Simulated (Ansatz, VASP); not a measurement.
**One calculation of LiNb16, two programs**

```xyz
17
Lattice="6.6000 0.0000 0.0000 0.0000 6.6000 0.0000 0.0000 0.0000 6.6000" Properties=species:S:1:pos:R:3 pbc="T T T"
Nb    0.1704   -0.2313    0.0017
Nb    3.3598    0.0167    0.0000
Nb    0.1786    3.5396    0.0017
Nb   -0.0264   -0.0151    3.3009
Nb    1.5861    1.6501    1.6337
Nb    3.3589    3.2847    0.0000
Nb    3.2205   -0.0271    3.2994
Nb    4.7736    1.6467    1.8847
Nb   -0.0257    3.3123    3.3009
Nb    1.7252    4.9514    1.6759
Nb    1.5866    1.6501    4.9658
Nb    3.2208    3.3238    3.2994
Nb    4.9724    4.9482    1.6641
Nb    4.7695    1.6466    4.7113
Nb    1.7251    4.9514    4.9259
Nb    4.9720    4.9482    4.9374
Li    5.7707    1.6621   -0.0060
```

Alike in both runs: functional PBE; k mesh 2 × 2 × 2; occupations fermi-dirac, width 0.15 eV; no spin polarisation.

Ansatz relaxed the structure, and its values are those at the end. VASP's run is a single point on that final structure, the one shown.

|  | VASP | Ansatz |
| --- | --- | --- |
| version | VASP 6.6.1 | Ansatz 0.2.0 |
| potentials or method | VASP PAW PBE potentials, release 64 (Nb_sv, Li_sv), cutoff 520 eV | scalar-relativistic, plane waves, PAW |
| valence electrons in the cell | 211 | 211 |

|  | VASP | Ansatz | Ansatz less VASP |
| --- | --- | --- | --- |
| rms of the force components (eV/Å) | 0.019 | 0.015 | -0.0034 |

The functional is the same, so the differences come from potentials, cutoffs and numerics.

The k mesh is coarse, so the values compare programs but aren't converged. Noted on VASP's run: the cutoff is short for stress, so the pressure is rough.
